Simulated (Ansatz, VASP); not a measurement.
# One calculation of Y, two programs

File INCAR:

```
SYSTEM = Y
PREC = Accurate ; ENCUT = 520
EDIFF = 1E-6 ; ISMEAR = 0
SIGMA = 0.15 ; LREAL = .False.
LASPH = .True. ; NELM = 60
ALGO = Normal ; ISIF = 2
LWAVE = .False. ; LCHARG = .False.
GGA = PS ; NBANDS = 12
```

KPOINTS

```
Automatic mesh
0
Gamma
  16 16 16
  0 0 0
```

The input POSCAR:

```
Y
1.0
    0.0000000000      2.5471250000      2.6092500000
    2.5471250000      0.0000000000      2.6092500000
    2.5471250000      2.5471250000      0.0000000000
Y
1
Direct
    0.0000000000      0.0000000000      0.0000000000
```

Input for Ansatz:

```yaml
crystal:
  lattice:
    - [0.0, 2.547125, 2.60925]
    - [2.547125, 0.0, 2.60925]
    - [2.547125, 2.547125, 0.0]
  atoms:
    - { symbol: "Y", position: [0.0, 0.0, 0.0] }
basis:
  ecutwfc: 420
kpoints:
  mp_grid: { grid: [16, 16, 16] }
hamiltonian:
  xc: pbesol
scf:
  occupations: { method: gaussian, width: 0.15 }
output:
  forces: true
  stress: true
  eigenvalues: true
```

Change from the starting cell: strain +0.025 along x and y, +0.050 along z, atoms carried along.

Alike in both runs: task single point; functional PBEsol; k mesh 16 × 16 × 16; occupations gaussian, width 0.15 eV; no spin polarisation.

|  | VASP | Ansatz |
| --- | --- | --- |
| version | VASP 6.6.1 | Ansatz 0.2.0 |
| potentials or method | VASP PAW PBE potentials, release 64 (Y_sv), cutoff 520 eV | scalar-relativistic, plane waves, PAW |
| valence electrons in the cell | 11 | 11 |

|  | VASP | Ansatz | Ansatz less VASP |
| --- | --- | --- | --- |
| gap on the k mesh at the Fermi level (eV) | none | none | - |
| pressure (GPa) | -3.5 | -3.3 | +0.12 |
| traceless stress, the component that is largest in VASP (GPa) | -0.46 | -0.46 | +0.004 |

VASP's potentials were made for PBE, not for PBEsol. A gap of «none» marks a metal or a gap that the smearing closes.
